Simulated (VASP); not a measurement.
# Ta5F2 (Cmmm) in VASP: relaxation of cell and atoms with PBE

Aim: the relaxation of cell and atoms of Ta5F2 with PBE.

Everything below comes from runs of VASP 6.6.1. Logs are shortened: lines on timing, memory, paths and dates and some standing lists are left out, and cuts for length are marked.

### 1 The cell of the first run

Symmetry: Cmmm, No. 65, orthorhombic system. Conventional cell: a = 5.313 Å, b = 6.692 Å, c = 6.653 Å, α = 90.00°, β = 90.00°, γ = 90.00°. Ta (site symmetry mm2) has 3 Ta at 2.35 to 2.66 Å and 4 F at 2.44 Å within 3.1 Å. Within 2.9 Å of Ta (site symmetry mmm) lie 2 Ta at 2.17 Å. Ta (site symmetry mm2) has 4 Ta at 2.17 to 2.66 Å and 4 F at 2.43 Å within 2.9 Å. F (site symmetry 2/m) has 8 Ta at 2.43 to 2.44 Å and 2 F at 2.66 Å within 3.2 Å.

### 2 Relaxation of cell and atoms, PBE

INCAR

```
PREC = Accurate
ENCUT = 600
EDIFF = 1E-6
ISMEAR = 0
SIGMA = 0.2
LREAL = False
LASPH = True
NELM = 100
ALGO = Normal
ISIF = 3
LWAVE = False
LCHARG = False
GGA = PE
IBRION = 2
NSW = 36
EDIFFG = -0.08
```

KPOINTS

```
regular mesh
0
Gamma
  4 4 3
```

POSCAR

```
Ta5F2
1.0
    2.6563655500     -3.3459648100      0.0000000000
    2.6563655500      3.3459648100      0.0000000000
    0.0000000000      0.0000000000      6.6531806100
Ta F
5 2
Direct
    0.5000000000      0.5000000000      0.3233860600
    0.5000000000      0.5000000000      0.6766139400
    0.0000000000      0.0000000000      0.0000000000
    0.0000000000      0.0000000000      0.3259027800
    0.0000000000      0.0000000000      0.6740972200
    0.0000000000      0.5000000000      0.5000000000
    0.5000000000      0.0000000000      0.5000000000
```

Potentials or basis: VASP PAW PBE potentials, release 64 (Ta_pv, F).

The run is started by

```sh
cat potpaw_PBE.64/Ta_pv/POTCAR potpaw_PBE.64/F/POTCAR > POTCAR
mpirun -np 1 vasp_std > vasp.out
```

OUTCAR:

```text
PREC = Accurate
   ENCUT = 600
   EDIFF = 1E-6
   ISMEAR = 0
   LREAL = False
   LASPH = True
   NELM = 100
   ISIF = 3
   GGA = PE
   IBRION = 2
   NSW = 36
   EDIFFG = -0.08

 ion  position               nearest neighbor table
   1  0.500  0.500  0.323-   2 2.35   6 2.44   7 2.44   7 2.44   6 2.44   4 2.66   4 2.66   4 3.35
                             4 3.35   3 3.42   3 3.42   5 3.54   5 3.54
   2  0.500  0.500  0.677-   1 2.35   6 2.44   7 2.44   7 2.44   6 2.44   5 2.66   5 2.66   5 3.35
                             5 3.35   3 3.42   3 3.42   4 3.54   4 3.54
   3  0.000  0.000  0.000-   4 2.17   5 2.17   1 3.42   2 3.42   1 3.42   2 3.42
   4  0.000  0.000  0.326-   3 2.17   5 2.32   6 2.43   7 2.43   6 2.43   7 2.43   1 2.66   1 2.66
                             1 3.35   1 3.35   2 3.54   2 3.54
   5  0.000  0.000  0.674-   3 2.17   4 2.32   6 2.43   7 2.43   6 2.43   7 2.43   2 2.66   2 2.66
                             2 3.35   2 3.35   1 3.54   1 3.54
   6  0.000  0.500  0.500-   4 2.43   5 2.43   4 2.43   5 2.43   1 2.44   2 2.44   1 2.44   2 2.44

   7  0.500  0.000  0.500-   4 2.43   5 2.43   4 2.43   5 2.43   1 2.44   2 2.44   1 2.44   2 2.44

  LATTYP: Found a base centered orthorhombic cell.
 ALAT       =     5.3127311000
 B/A-ratio  =     1.2596025460
 C/A-ratio  =     1.2523089320

  Lattice vectors:

 A1 = (   2.6563655500,  -3.3459648100,   0.0000000000)
 A2 = (   2.6563655500,   3.3459648100,   0.0000000000)
 A3 = (   0.0000000000,   0.0000000000,   6.6531806100)

Analysis of symmetry for initial positions (statically):
=====================================================================
 Subroutine PRICEL returns:
 Original cell was already a primitive cell.

 Routine SETGRP: Setting up the symmetry group for a
 base centered orthorhombic supercell.

 Subroutine GETGRP returns: Found  8 space group operations
 (whereof  8 operations were pure point group operations)
 out of a pool of  8 trial point group operations.

The static configuration has the point symmetry D_2h.

Analysis of symmetry for dynamics (positions and initial velocities):
=====================================================================
 Subroutine PRICEL returns:
 Original cell was already a primitive cell.

 Routine SETGRP: Setting up the symmetry group for a
 base centered orthorhombic supercell.

 Subroutine GETGRP returns: Found  8 space group operations
 (whereof  8 operations were pure point group operations)
 out of a pool of  8 trial point group operations.

[... 92 lines left out ...]
   ICHARG =      2    charge: 1-file 2-atom 10-const
   ISPIN  =      1    spin polarized calculation?
   LNONCOLLINEAR =      F non collinear calculations
   LSORBIT =      F    spin-orbit coupling
   LASPH  =      T    aspherical Exc in radial PAW
   ENCUT  =  600.0 eV  44.10 Ry    6.64 a.u.   8.53  8.53 13.29*2*pi/ulx,y,z
   NELM   =    100;   NELMIN=  2; NELMDL= -5     # of ELM steps
   EDIFF  = 0.1E-05   stopping-criterion for ELM
   LREAL  =      F    real-space projection
   EDIFFG = -.8E-01   stopping-criterion for IOM
   NSW    =     36    number of steps for IOM
   IBRION =      2    ionic relax: 0-MD 1-quasi-New 2-CG
   NFREE  =      1    steps in history (QN), initial steepest desc. (CG)
   ISIF   =      3    stress and relaxation
   ISYM   =      2    0-nonsym 1-usesym 2-fastsym
   POTIM  = 0.5000    time-step for ionic-motion
   TEBEG  =    0.0;   TEEND  =   0.0 temperature during run
   PSTRESS=    0.0 pullay stress
   NELECT =      69.0000    total number of electrons
   NUPDOWN=      -1.0000    fix difference up-down
   EMIN   =  10.00;   EMAX   =-10.00  energy-range for DOS
   EFERMI =   0.00;   METHOD = LEGACY
   ISMEAR =     0;   SIGMA  =   0.20  broadening in eV -4-tet -1-fermi 0-gaus
   EFERMI_NEDOS =   21; number of points for ismear=-14 and -15
   IALGO  =     38    algorithm
   IMIX   =      4    mixing-type and parameters
     AMIX     =   0.40;   BMIX     =  1.00
     AMIX_MAG =   1.60;   BMIX_MAG =  1.00
  volume/ion in A,a.u.               =      16.90       114.02
  Fermi-wavevector in a.u.,A,eV,Ry     =   1.367944  2.585040 25.460189  1.871271
  Thomas-Fermi vector in A             =   2.493952
   LORBIT       =      0    0 simple, 1 ext, 2 COOP (PROOUT), +10 PAW based schemes
   GGA     = PE    functional components
   LHFCALC =     F    Hartree Fock is set to
   AEXX    =    0.0000 exact exchange contribution
   IVDW    =     0    specifies the selected vdW correction
   LEPSILON=     F    determine dielectric tensor
   LRPA    =     F    only Hartree local field effects (RPA)
 conjugate gradient relaxation of ions
 non-spin polarized calculation
 Gauss-broadening in eV      SIGMA  =   0.20
  energy-cutoff  :      600.00
  volume of cell :      118.27
 maximum number of plane-waves:      3974
 NGX is ok and might be reduce to    36
   NGX = 17   NGY = 17   NGZ = 27

--------------------------------------- Ionic step        1  -------------------------------------------

 number of electron      69.0000013 magnetization

 Free energy of the ion-electron system (eV)
  ---------------------------------------------------
  ext. energy  EPLUGINS =         0.00000000
  ---------------------------------------------------
  free energy    TOTEN  =       -50.96764100 eV

  energy without entropy =      -50.84546946  energy(sigma->0) =      -50.90655523

------------------------ aborting loop because EDIFF is reached ----------------------------------------

  FORCE on cell =-STRESS in cart. coord.  units (eV):
  Direction    XX          YY          ZZ          XY          YZ          ZX
  --------------------------------------------------------------------------------------
  -------------------------------------------------------------------------------------
  Total       15.8295917      5.5132974     53.4571948      0.0000000      0.0000000      0.0000000
  in kB      214.4429526     74.6884567    724.1828416      0.0000000      0.0000000      0.0000000
  external PRESSURE =     337.7714170 kB  Pullay stress =       0.0000000 kB
[... 1353 lines left out ...]
     40       5.0177      0.00000
     41       5.4480      0.00000

[... ionic steps 4 to 22 ...]

--------------------------------------- Ionic step       23  -------------------------------------------

 number of electron      68.9999996 magnetization

------------------------ aborting loop because EDIFF is reached ----------------------------------------
[... 77 lines left out ...]
--------------------------------------- Ionic step       25  -------------------------------------------

 number of electron      68.9999985 magnetization

 Free energy of the ion-electron system (eV)
  ---------------------------------------------------
  ext. energy  EPLUGINS =         0.00000000
  ---------------------------------------------------
  free energy    TOTEN  =       -67.87278958 eV

  energy without entropy =      -67.80879677  energy(sigma->0) =      -67.84079318

 E-fermi :   5.5990     XC(G=0): -12.3447

 val. band max:        5.5573336619   @ k =   0.5000   0.0000   0.0000
 cond. band min:       5.7016502306   @ k =   0.2500   0.0000   0.3333
 fundamental gap:      0.1443165687
 Fermi energy:         5.5990360925
[... 648 lines left out ...]
  FREE ENERGIE OF THE ION-ELECTRON SYSTEM (eV)
  ---------------------------------------------------
  free  energy   TOTEN  =       -67.8727895843 eV

  energy  without entropy=      -67.8087967676  energy(sigma->0) =      -67.84079318

 reached required accuracy - stopping structural energy minimisation
```

CONTCAR:

```text
Ta5F2
   1.00000000000000
     2.3349772221488201   -2.3430740736260720    0.0000000000000000
     2.3349772221488201    2.3430740736260720    0.0000000000000000
     0.0000000000000000    0.0000000000000000    9.7225127089306458
  Ta              F
     5     2
Direct
     0.5000000000000000    0.5000000000000000    0.1661810297255998
     0.5000000000000000    0.5000000000000000    0.8338189702743999
     0.0000000000000000    0.0000000000000000    0.0000000000000000
     0.0000000000000000    0.0000000000000000    0.3289989402375889
     0.0000000000000000    0.0000000000000000    0.6710010597624112
     0.0000000000000000    0.5000000000000000    0.5000000000000000
     0.5000000000000000    0.0000000000000000    0.5000000000000000

  0.00000000E+00  0.00000000E+00  0.00000000E+00
  0.00000000E+00  0.00000000E+00  0.00000000E+00
  0.00000000E+00  0.00000000E+00  0.00000000E+00
  0.00000000E+00  0.00000000E+00  0.00000000E+00
  0.00000000E+00  0.00000000E+00  0.00000000E+00
  0.00000000E+00  0.00000000E+00  0.00000000E+00
  0.00000000E+00  0.00000000E+00  0.00000000E+00
```

It took 12 min on 1 thread of Intel Xeon 6975P-C (Granite Rapids), shared host; peak memory 0.3 GiB.

Results:

- Free energy: -67.8728 eV
- Relaxed volume: 15.20 Å³/atom
- Relaxed cell: a = 3.308 Å, b = 3.308 Å, c = 9.723 Å, α = 90.00°, β = 90.00°, γ = 90.20°
- Space group after relaxing (to 0.05 Å): P4/mmm (No. 123)
- Energy gained by relaxing: 2415.0 meV/atom
- Ionic steps: 25
- Pressure after relaxing: -0.2 GPa
- Largest force after relaxing: 0.044 eV/Å

Forces in eV/Å, atoms in the order of the input:
```
Ta   0.000  0.000  0.044
Ta   0.000  0.000 -0.044
Ta   0.000  0.000  0.000
Ta   0.000  0.000  0.016
Ta   0.000  0.000 -0.016
F    0.000  0.000  0.000
F    0.000  0.000  0.000
```

Step by step:
```tsv
step	energy change (eV)	largest force (eV/Å)	pressure (GPa)	volume (Å³)
1	0.0000	7.8660	33.78	118.27
2	-0.7887	1.1604	-24.44	186.32
3	-4.8654	1.2003	-10.39	147.30
4	-4.9128	1.1943	-8.77	145.09
5	-4.9244	1.1835	-7.38	143.36
6	-6.4720	2.2657	-3.02	130.60
7	-7.5632	3.8650	8.47	116.44
8	-0.6259	6.9622	93.94	88.23
9	-7.7155	4.0201	10.87	114.34
10	-7.5197	4.6983	28.08	104.41
11	-7.7941	4.3132	15.89	110.74
12	-8.3549	4.3398	16.00	110.02
13	-8.8672	5.0571	22.05	107.20
14	-10.0881	5.5468	11.24	111.82
15	-11.8437	4.6067	-14.17	125.91
16	-13.8037	3.3830	-18.46	125.10
17	-14.8460	1.0414	-21.13	124.05
18	-16.2255	1.6601	-3.28	110.26
19	-16.2709	1.9085	1.24	107.79
20	-16.5661	1.3594	0.95	107.26
21	-16.8601	0.6167	1.63	105.93
22	-16.8603	0.5972	1.74	105.87
23	-16.8923	0.2367	-1.27	107.10
24	-16.8929	0.1827	-1.75	107.29
25	-16.9051	0.0436	-0.24	106.38
```

Final structure:
```
Ta F
1.0
     2.33498   -2.34307    0.00000
     2.33498    2.34307    0.00000
     0.00000    0.00000    9.72251
Ta F
5 2
Direct
  0.50000 0.50000 0.16618
  0.50000 0.50000 0.83382
  0.00000 0.00000 0.00000
  0.00000 0.00000 0.32900
  0.00000 0.00000 0.67100
  0.00000 0.50000 0.50000
  0.50000 0.00000 0.50000
```

Levels at points of the mesh, in eV from the Fermi level:
```csv
k point,band 31,band 32,band 33,band 34,band 35,band 36,band 37,band 38,band 39,band 40
"(0.00, 0.00, 0.00)",-1.07,0.56,0.59,0.64,0.83,0.85,1.04,1.04,1.26,1.80
"(0.50, 0.00, 0.00)",-1.05,-0.94,-0.37,-0.10,-0.04,0.77,1.11,1.78,2.14,2.49
"(0.50, 0.50, 0.00)",-1.59,-0.97,-0.94,-0.90,0.18,0.22,2.86,3.60,3.85,3.89
```

Caveat: the k points lie up to 0.47 Å⁻¹ apart in the final cell; spin-orbit coupling is left out, which moves the levels of the heavy elements; an odd number of electrons without spin polarisation forces a metal; a magnetic or distorted state may lie lower; the relaxation stopped at a loose force limit of 0.08 eV/Å, so its end isn't a converged minimum.
